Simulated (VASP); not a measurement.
A run of VASP 6.6.1 is set up as follows.

The input INCAR:

```
ALGO = Normal ; DIPOL = 0.5 0.5 0.325
EDIFF = 1E-7 ; ENCUT = 520
GGA = PE ; IDIPOL = 3
ISIF = 2 ; ISMEAR = 0
LASPH = True ; LCHARG = False
LDIPOL = True ; LREAL = False
LWAVE = False ; NBANDS = 56
NELM = 80 ; PREC = Accurate
SIGMA = 0.1
```

KPOINTS

```
k-points
0
Gamma
  4 5 1
```

File POSCAR:

```
LiSc8
1.0
    6.6389479791      0.0000000000      0.0000000000
    0.0000000000      5.1626219083      0.0000000000
    0.0000000000      0.0000000000     19.1132872497
Sc Li
8 1
Direct
    0.0000000000      0.7500000000      0.2092784955
    0.5000000000      0.7500000000      0.2092784955
    0.2500000000      0.2500000000      0.2594137541
    0.7500000000      0.2500000000      0.2594137541
    0.2500000000      0.7500000000      0.3452852846
    0.7500000000      0.7500000000      0.3452852846
    0.0000000000      0.2500000000      0.3983243254
    0.5000000000      0.2500000000      0.3983243254
    0.1875000000      0.6250000000      0.5005804471
```

Potentials or basis: VASP PAW PBE potentials, release 64 (Sc_sv, Li_sv).

The run is started by

```bash
$ cat potpaw_PBE.64/Sc_sv/POTCAR potpaw_PBE.64/Li_sv/POTCAR > POTCAR
$ mpirun -np 1 vasp_std > vasp.out
```

What does it give for the band gap on the k mesh?

Zero (an odd number of electrons rules out a gap without spin polarisation).

Predict the largest force.

0.469 eV/Å.

Forces in eV/Å, atoms in the order of the input:
```
Sc  -0.035 -0.011 -0.238
Sc   0.036 -0.007 -0.225
Sc   0.002  0.012  0.129
Sc  -0.005  0.022  0.191
Sc  -0.024 -0.078  0.042
Sc   0.066 -0.056  0.128
Sc   0.129 -0.297 -0.169
Sc  -0.289 -0.039  0.143
Li   0.119  0.454  0.000
```
